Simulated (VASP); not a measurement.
Input of a VASP 6.6.1 run:

Contents of INCAR:

```
PREC     = Accurate       # precision mode
ENCUT    = 400            # plane-wave cutoff, eV
EDIFF    = 1E-8           # SCF threshold, eV
ISMEAR   = -1             # smearing method
SIGMA    = 0.05           # smearing width, eV
LREAL    = F              # projectors in reciprocal space
LASPH    = T              # aspherical terms in the spheres
NELM     = 120            # most SCF steps
ALGO     = Normal         # electronic algorithm
ISIF     = 2              # what is computed and relaxed
LWAVE    = F              # write WAVECAR
LCHARG   = F              # write CHGCAR
GGA      = PS             # functional
LEFG     = T            
NBANDS   = 86             # bands
GGA_COMPAT= F
```

KPOINTS

```
regular mesh
0
Gamma
  5 5 5
```

Contents of POSCAR:

```
InSb
1.0
    0.0000000000      6.4782000000      6.4782000000
    6.4782000000      0.0000000000      6.4782000000
    6.4782000000      6.4782000000      0.0000000000
In Sb
8 8
Direct
    0.0000000000      0.0000000000      0.0000000000
    0.0000000000      0.0000000000      0.5000000000
    0.0000000000      0.5000000000      0.0000000000
    0.0000000000      0.5000000000      0.5000000000
    0.5000000000      0.0000000000      0.0000000000
    0.5000000000      0.0000000000      0.5000000000
    0.5000000000      0.5000000000      0.0000000000
    0.5000000000      0.5000000000      0.5000000000
    0.1250000000      0.1250000000      0.1250000000
    0.1250000000      0.1250000000      0.6250000000
    0.1250000000      0.6250000000      0.1250000000
    0.1250000000      0.6250000000      0.6250000000
    0.6250000000      0.1250000000      0.1250000000
    0.6250000000      0.1250000000      0.6250000000
    0.6250000000      0.6250000000      0.1250000000
    0.6250000000      0.6250000000      0.6250000000
```

Potentials or basis: VASP PAW PBE potentials, release 64 (In_d, Sb).

The run is started by

```bash
$ cat potpaw_PBE.64/In_d/POTCAR potpaw_PBE.64/Sb/POTCAR > POTCAR
$ mpirun -np 1 vasp_std > vasp.out
```

Predict the band gap on the k mesh.

zero (filled and empty bands touch).

What does it give for the pressure?

0.9 GPa.

Caveat: semilocal functionals underestimate gaps, so a narrow gap can read as zero; the PAW data sets were made with another functional, which shifts forces and pressure a little; spin-orbit coupling is left out, which moves the levels of the heavy elements.

**Measured values to compare with.**

From “Electronic Structure and Epitaxy of CdTe Shells on InSb Nanowires”, 2021, arxiv:2111.05126, for a bulk crystal of InSb: band gap 0.24 eV.

Measured gap of InSb: 0.24 eV (quoted in “Electronic Structure and Epitaxy of CdTe Shells on InSb Nanowires”, 2021, arxiv:2111.05126). This calculation gives 0.00 eV (-0.24 eV). Spin-orbit coupling on In, Sb is left out. The value is that of PBEsol on a finite k mesh, which can miss the band edges, without temperature or zero-point motion. Semilocal functionals fall short of measured gaps as a rule.
